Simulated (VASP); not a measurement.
Here is a VASP 6.6.1 calculation.

File INCAR:

```
PREC = Accurate
ENCUT = 520
EDIFF = 1E-7
ISMEAR = 0
SIGMA = 0.05
LREAL = False
LASPH = True
NELM = 80
ALGO = Normal
ISIF = 2
LWAVE = False
LCHARG = True
GGA = PE
LELF = True
LVHAR = True
NBANDS = 16
```

Contents of KPOINTS:

```
regular mesh
0
Gamma
  10 10 10
```

File POSCAR:

```
GaN
1.0
    0.0000000000      2.2742384928      2.2742384928
    2.2742384928      0.0000000000      2.2742384928
    2.2742384928      2.2742384928      0.0000000000
Ga N
1 1
Direct
    0.0026500515     -0.0026500515      0.0026500515
    0.7368087713      0.7631912287      0.7368087713
```

Potentials or basis: VASP PAW PBE potentials, release 64 (Ga_d, N).

The run is started by

```console
$ cat potpaw_PBE.64/Ga_d/POTCAR potpaw_PBE.64/N/POTCAR > POTCAR
$ mpirun -np 1 vasp_std > vasp.out
```

**Question.** What does it give for the pressure?

**Answer.** 0.5 GPa.

**Question.** Estimate the largest force.

**Answer.** 0.808 eV/Å.

**Question.** Estimate the band gap on the k mesh.

**Answer.** 1.42 eV.

Stress tensor (GPa, compression positive):
```
 0.74  0.00 -3.47
 0.00  0.14  0.00
-3.47  0.00  0.74
```

Caveat: the cell differs from its parent crystal (atoms displaced along a vibrational mode).
